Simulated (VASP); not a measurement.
# Cl (Pm-3m) in VASP: a series of runs, part 2 of 3

VASP 6.6.1. Earlier steps stand in the parts before.

## Step 4: Single point, PBEsol (volume scaled by 0.5)

The input, INCAR:

```
SYSTEM = Cl
PREC     = Accurate       ! precision mode
ENCUT    = 520            ! plane-wave cutoff, eV
EDIFF    = 1E-6           ! SCF threshold, eV
ISMEAR   = -1             ! smearing method
SIGMA    = 0.08           ! smearing width, eV
LREAL    = .FALSE.        ! projectors in reciprocal space
LASPH    = .TRUE.         ! aspherical terms in the spheres
NELM     = 60             ! most SCF steps
ALGO     = Normal         ! electronic algorithm
ISIF     = 2              ! what is computed and relaxed
LWAVE    = .FALSE.        ! write WAVECAR
LCHARG   = .TRUE.         ! write CHGCAR
GGA      = PS             ! functional
LELF     = .TRUE.         ! ELF
LVHAR    = .TRUE.       
NBANDS   = 10             ! bands
```

The input, KPOINTS:

```
Automatic mesh
0
G
  15 15 15
  0 0 0
```

The input, POSCAR:

```
Cl
1.0
    2.2115069319      0.0000000000      0.0000000000
    0.0000000000      2.2115069319      0.0000000000
    0.0000000000      0.0000000000      2.2115069319
Cl
1
Direct
    0.0000000000      0.0000000000      0.0000000000
```

Potentials or basis: VASP PAW PBE potentials, release 64 (Cl).

Started as:

```console
> cat potpaw_PBE.64/Cl/POTCAR > POTCAR
> mpirun -np 1 vasp_std > vasp.out
```

OUTCAR:

```text
SYSTEM = Cl
   PREC = Accurate
   ENCUT = 520
   EDIFF = 1E-6
   ISMEAR = -1
   LREAL = .FALSE.
   LASPH = .TRUE.
   NELM = 60
   ISIF = 2
   GGA = PS

 ion  position               nearest neighbor table
   1  0.000  0.000  0.000-

  LATTYP: Found a simple cubic cell.
 ALAT       =     2.2115069319

  Lattice vectors:

 A1 = (   2.2115069319,   0.0000000000,   0.0000000000)
 A2 = (   0.0000000000,   2.2115069319,   0.0000000000)
 A3 = (   0.0000000000,   0.0000000000,   2.2115069319)

Analysis of symmetry for initial positions (statically):
=====================================================================
 Subroutine PRICEL returns:
 Original cell was already a primitive cell.

 Routine SETGRP: Setting up the symmetry group for a
 simple cubic supercell.

 Subroutine GETGRP returns: Found 48 space group operations
 (whereof 48 operations were pure point group operations)
 out of a pool of 48 trial point group operations.

The static configuration has the point symmetry O_h .

Analysis of symmetry for dynamics (positions and initial velocities):
=====================================================================
 Subroutine PRICEL returns:
 Original cell was already a primitive cell.

 Routine SETGRP: Setting up the symmetry group for a
 simple cubic supercell.

 Subroutine GETGRP returns: Found 48 space group operations
 (whereof 48 operations were pure point group operations)
 out of a pool of 48 trial point group operations.

The dynamic configuration has the point symmetry O_h .

 Subroutine INISYM returns: Found 48 space group operations
 (whereof 48 operations are pure point group operations),
 and found     1 'primitive' translations

----------------------------------------------------------------------------------------

                                     Primitive cell

  volume of cell :      10.8160

  direct lattice vectors                    reciprocal lattice vectors
     2.211506932  0.000000000  0.000000000     0.452180360  0.000000000  0.000000000
     0.000000000  2.211506932  0.000000000     0.000000000  0.452180360  0.000000000
     0.000000000  0.000000000  2.211506932     0.000000000  0.000000000  0.452180360

  length of vectors
     2.211506932  2.211506932  2.211506932     0.452180360  0.452180360  0.452180360

  position of ions in fractional coordinates (direct lattice)
     0.000000000  0.000000000  0.000000000

  ion indices of the primitive-cell ions
   primitive index   ion index
                 1           1

----------------------------------------------------------------------------------------

 KPOINTS: Automatic mesh

Automatic generation of k-mesh.
 Grid dimensions read from file:
 generate k-points for:   15   15   15

 Generating k-lattice:

  Cartesian coordinates                     Fractional coordinates (reciprocal lattice)
     0.030145357  0.000000000  0.000000000     0.066666667  0.000000000  0.000000000
     0.000000000  0.030145357  0.000000000     0.000000000  0.066666667  0.000000000
     0.000000000  0.000000000  0.030145357     0.000000000  0.000000000  0.066666667

  Length of vectors
     0.030145357  0.030145357  0.030145357

  Shift w.r.t. Gamma in fractional coordinates (k-lattice)
     0.000000000  0.000000000  0.000000000

 Subroutine IBZKPT returns following result:
 ===========================================

 Found    120 irreducible k-points:

 Following reciprocal coordinates:
            Coordinates               Weight
  0.000000  0.000000  0.000000      1.000000
  0.066667  0.000000  0.000000      6.000000
  0.133333  0.000000  0.000000      6.000000
  0.200000  0.000000  0.000000      6.000000
  0.266667  0.000000  0.000000      6.000000
  0.333333  0.000000  0.000000      6.000000
[... 16 lines left out ...]
  0.266667  0.200000  0.000000     24.000000
  0.333333  0.200000  0.000000     24.000000
 [... further k-points ...]
   k-points           NKPTS =    120   k-points in BZ     NKDIM =    120   number of bands    NBANDS=     10
   number of dos      NEDOS =    301   number of ions     NIONS =      1
   total plane-waves  NPLWV =   4096
   dimension x,y,z NGX =    16 NGY =   16 NGZ =   16
   dimension x,y,z NGXF=    32 NGYF=   32 NGZF=   32
   ions per type =               1
   NGX,Y,Z   is equivalent  to a cutoff of  12.03, 12.03, 12.03 a.u.
   NGXF,Y,Z  is equivalent  to a cutoff of  24.06, 24.06, 24.06 a.u.
 SYSTEM =  Cl
   PREC   = accura    normal or accurate (medium, high low for compatibility)
   ISTART =      0    job   : 0-new  1-cont  2-samecut
   ICHARG =      2    charge: 1-file 2-atom 10-const
   ISPIN  =      1    spin polarized calculation?
   LNONCOLLINEAR =      F non collinear calculations
   LSORBIT =      F    spin-orbit coupling
   LASPH  =      T    aspherical Exc in radial PAW
   ENCUT  =  520.0 eV  38.22 Ry    6.18 a.u.   4.11  4.11  4.11*2*pi/ulx,y,z
   NELM   =     60;   NELMIN=  2; NELMDL= -5     # of ELM steps
   EDIFF  = 0.1E-05   stopping-criterion for ELM
   LREAL  =      F    real-space projection
   EDIFFG = 0.1E-04   stopping-criterion for IOM
   NSW    =      0    number of steps for IOM
   IBRION =     -1    ionic relax: 0-MD 1-quasi-New 2-CG
   NFREE  =      0    steps in history (QN), initial steepest desc. (CG)
   ISIF   =      2    stress and relaxation
   ISYM   =      2    0-nonsym 1-usesym 2-fastsym
   POTIM  = 0.5000    time-step for ionic-motion
   TEBEG  =    0.0;   TEEND  =   0.0 temperature during run
   PSTRESS=    0.0 pullay stress
   NELECT =       7.0000    total number of electrons
   NUPDOWN=      -1.0000    fix difference up-down
   EMIN   =  10.00;   EMAX   =-10.00  energy-range for DOS
   EFERMI =   0.00;   METHOD = LEGACY
   ISMEAR =    -1;   SIGMA  =   0.08  broadening in eV -4-tet -1-fermi 0-gaus
   EFERMI_NEDOS =   21; number of points for ismear=-14 and -15
   IALGO  =     38    algorithm
   IMIX   =      4    mixing-type and parameters
     AMIX     =   0.40;   BMIX     =  1.00
     AMIX_MAG =   1.60;   BMIX_MAG =  1.00
  volume/ion in A,a.u.               =      10.82        72.99
  Fermi-wavevector in a.u.,A,eV,Ry     =   1.416074  2.675991 27.283285  2.005265
  Thomas-Fermi vector in A             =   2.537446
   LORBIT       =      0    0 simple, 1 ext, 2 COOP (PROOUT), +10 PAW based schemes
   GGA     = PS    functional components
   LHFCALC =     F    Hartree Fock is set to
   AEXX    =    0.0000 exact exchange contribution
   IVDW    =     0    specifies the selected vdW correction
   LEPSILON=     F    determine dielectric tensor
   LRPA    =     F    only Hartree local field effects (RPA)
 non-spin polarized calculation
  energy-cutoff  :      520.00
  volume of cell :       10.82
 maximum number of plane-waves:       300
   NGX =  9   NGY =  9   NGZ =  9

 number of electron       7.0000001 magnetization

 Free energy of the ion-electron system (eV)
  ---------------------------------------------------
  ext. energy  EPLUGINS =         0.00000000
  ---------------------------------------------------
  free energy    TOTEN  =         1.37955617 eV

  energy without entropy =        1.38875575  energy(sigma->0) =        1.38415596

 E-fermi :  14.6086     XC(G=0): -13.0712

 val. band max:       14.6006020610   @ k =   0.3333   0.0667   0.0000
 cond. band min:      14.6614490849   @ k =   0.1333   0.1333   0.0000
 fundamental gap:      0.0608470239
 Fermi energy:        14.6086293464

 k-point     1 :       0.0000    0.0000    0.0000
  band No.  band energies     occupation
      1     -10.6034      2.00000
      2      14.0421      1.99832
      3      14.0421      1.99832
      4      14.0421      1.99832
      5      20.1852      0.00000
      6      20.1852      0.00000
      7      26.3499      0.00000
      8      40.6514      0.00000
      9      40.6514      0.00000
     10      40.6514      0.00000

 k-point     2 :       0.0667    0.0000    0.0000
  band No.  band energies     occupation
      1     -10.4898      2.00000
      2      12.7817      2.00000
      3      14.1211      1.99550
      4      14.1211      1.99550
      5      20.2789      0.00000
      6      21.3449      0.00000
      7      26.7188      0.00000
      8      39.6703      0.00000
      9      39.6703      0.00000
     10      40.7136      0.00000
[... 274 lines left out ...]
 k-point    24 :       0.3333    0.2000    0.0000
  band No.  band energies     occupation
      1      -6.9623      2.00000
      2       3.9851      2.00000
      3       9.9449      2.00000
      4      16.3286      0.00000
      5      23.2442      0.00000
      6      25.6455      0.00000
      7      32.0762      0.00000
      8      32.8244      0.00000
      9      35.9841      0.00000
     10      36.9916      0.00000

 [... further k-points ...]
[... 5 lines left out ...]
  --------------------------------------------------------------------------------------
  -------------------------------------------------------------------------------------
  Total       10.0112944     10.0112944     10.0112944     -0.0000000      0.0000000      0.0000000
  in kB     1482.9820685   1482.9820685   1482.9820685     -0.0000000      0.0000000      0.0000000
  external PRESSURE =    1482.9820685 kB  Pullay stress =       0.0000000 kB

 VOLUME and BASIS-vectors are now :
 -----------------------------------------------------------------------------
  energy-cutoff  :      520.00
  volume of cell :       10.82
      direct lattice vectors                 reciprocal lattice vectors
     2.211506932  0.000000000  0.000000000     0.452180360  0.000000000  0.000000000
     0.000000000  2.211506932  0.000000000     0.000000000  0.452180360  0.000000000
     0.000000000  0.000000000  2.211506932     0.000000000  0.000000000  0.452180360

 POSITION                                       TOTAL-FORCE (eV/Angst)
 -----------------------------------------------------------------------------------
      0.00000      0.00000      0.00000         0.000000      0.000000      0.000000
 -----------------------------------------------------------------------------------
    total drift:                               -0.000000     -0.000000      0.000000

  FREE ENERGIE OF THE ION-ELECTRON SYSTEM (eV)
  ---------------------------------------------------
  free  energy   TOTEN  =         1.3795561746 eV

  energy  without entropy=        1.3887557533  energy(sigma->0) =        1.38415596
```

Run time: 4.5 s. Hardware: 1 thread of AMD EPYC 9R45 (Zen 5), shared host; peak memory 0.08 GiB.

What came out:

- Free energy: 1.3796 eV
- Pressure: 148.3 GPa

Levels at points of the mesh, in eV from the Fermi level:
```tsv
k point	band 2	band 3	band 4	band 5	band 6	band 7
(0.00, 0.00, 0.00)	-0.57	-0.57	-0.57	5.58	5.58	11.74
```

Caveat: the PAW data sets were made with another functional, which shifts forces and pressure a little; an odd number of electrons without spin polarisation forces a metal; a magnetic or distorted state may lie lower.

[end of part 2 of 3]
